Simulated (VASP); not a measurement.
Wanted: the native input for a VASP 6.6.1 run.

```yaml
Task: electric field gradients
Functional: PBE
Potentials_or_basis: VASP PAW PBE potentials, release 64 (Ba_sv, Ti_sv, O)
Cutoff: 520 eV
k_mesh: 8 × 8 × 8
Occupations: fermi-dirac, width 0.05 eV
Spin: no spin polarisation
Dipole_correction: no
Further_INCAR_settings: ALGO = Normal; EDIFF = 1e-08; NBANDS = 28
```

The structure of BaTiO3 lies in POSCAR:

```
BaTiO3
1.0
    3.9841000000      0.0000000000      0.0000000000
    0.0000000000      2.8370500000      2.9027160000
    0.0000000000     -2.8370500000      2.9027160000
Ba Ti O
1 1 3
Direct
    0.0000000000      0.0000000000      0.0000000000
    0.5000000000      0.5079000000      0.5079000000
    0.0000000000      0.4921000000      0.4921000000
    0.5000000000      0.5025100000      0.9937100000
    0.5000000000      0.9937100000      0.5025100000
```

This cell differs from its parent crystal: zz strain of +2 %.

These files were run (other wordings do the same):

INCAR

```
PREC = Accurate
ENCUT = 520
EDIFF = 1E-8
ISMEAR = -1
SIGMA = 0.05
LREAL = False
LASPH = True
NELM = 120
ALGO = Normal
ISIF = 2
LWAVE = False
LCHARG = False
GGA = PE
LEFG = True
NBANDS = 28
GGA_COMPAT = False
```

KPOINTS

```
Automatic mesh
0
Gamma
  8 8 8
```

Potentials or basis: VASP PAW PBE potentials, release 64 (Ba_sv, Ti_sv, O).

The run is started by

```bash
$ cat potpaw_PBE.64/Ba_sv/POTCAR potpaw_PBE.64/Ti_sv/POTCAR potpaw_PBE.64/O/POTCAR > POTCAR
$ mpirun -np 1 vasp_std > vasp.out
```

Results of the run:

```json
{
 "Pressure": "0.4 GPa",
 "Largest force": "0.294 eV/Å",
 "Band gap on the k mesh": "1.70 eV (least direct gap 1.86 eV)",
 "Largest electric field gradient by atom": "Ba -12.3; Ti -14.2; O +23.1, +28.2 (each value once) V/Å²"
}
```

Caveat: the cell differs from its parent crystal (zz strain of +2 %); the stress differs along the axes, from -3 to 2 GPa; without QUAD_EFG the Cq values of the log hold for a quadrupole moment of 1 mb, not for the nuclei; spin-orbit coupling is left out, which moves the levels of the heavy elements.

Wall time 7.4 min on 1 thread of Oxide Virtual Turin-like Processor (shared host), peak memory 0.28 GiB.
